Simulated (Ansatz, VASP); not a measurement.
One calculation of BaTe, two programs

INCAR

```
PREC = Accurate ; ENCUT = 520
EDIFF = 1E-6 ; ISMEAR = -1
SIGMA = 0.05 ; LREAL = False
LASPH = True ; NELM = 60
ALGO = Normal ; ISIF = 2
LWAVE = False ; LCHARG = True
LELF = True ; LVHAR = True
NBANDS = 15
```

File KPOINTS:

```
regular mesh
0
Gamma
  7 7 7
```

POSCAR

```
BaTe
1.0
    0.0000000000      3.3403886307      3.3403886307
    3.3403886307      0.0000000000      3.3403886307
    3.3403886307      3.3403886307      0.0000000000
Ba Te
1 1
Direct
    0.0000000000      0.0000000000      0.0000000000
    0.5000000000      0.5000000000      0.5000000000
```

The input input.yaml:

```yaml
crystal:
  lattice:
    - [0.0, 3.3403886307, 3.3403886307]
    - [3.3403886307, 0.0, 3.3403886307]
    - [3.3403886307, 3.3403886307, 0.0]
  atoms:
    - { symbol: Ba, position: [0.0, 0.0, 0.0] }
    - { symbol: Te, position: [0.5, 0.5, 0.5] }
kpoints:
  mp_grid: { grid: [7, 7, 7] }
scf:
  occupations: { method: fermi_dirac, width: 0.05 }
hamiltonian:
  xc: lda
  pseudopotentials: { kind: all_electron, lapw: { basis_error: 0.001 } }
output:
  forces: true
  stress: true
  eigenvalues: true
```

Change from the starting cell: volume scaled by 0.94.

Alike in both runs: task single point; functional LDA; k mesh 7 × 7 × 7; occupations fermi-dirac, width 0.05 eV; no spin polarisation.

|  | VASP | Ansatz |
| --- | --- | --- |
| version | VASP 6.6.1 | Ansatz 0.2.0 |
| potentials or method | VASP PAW LDA potentials, release 64 (Ba_sv, Te), cutoff 520 eV | all-electron LAPW, scalar-relativistic |

VASP gave:

* gap on the k mesh at the Fermi level (eV): 1.09
* least direct gap on the mesh (eV): 1.46
* pressure (GPa): 4.1

Q: What did Ansatz give for the same quantities?

A: gap on the k mesh at the Fermi level (eV): 1.21; least direct gap on the mesh (eV): 1.54; pressure (GPa): 3.5.

LDA's correlation is that of Perdew and Zunger in VASP and of Perdew and Wang (1992) in Ansatz. Ansatz ran all-electron here, and VASP with PAW potentials.

Spin-orbit coupling is off throughout.
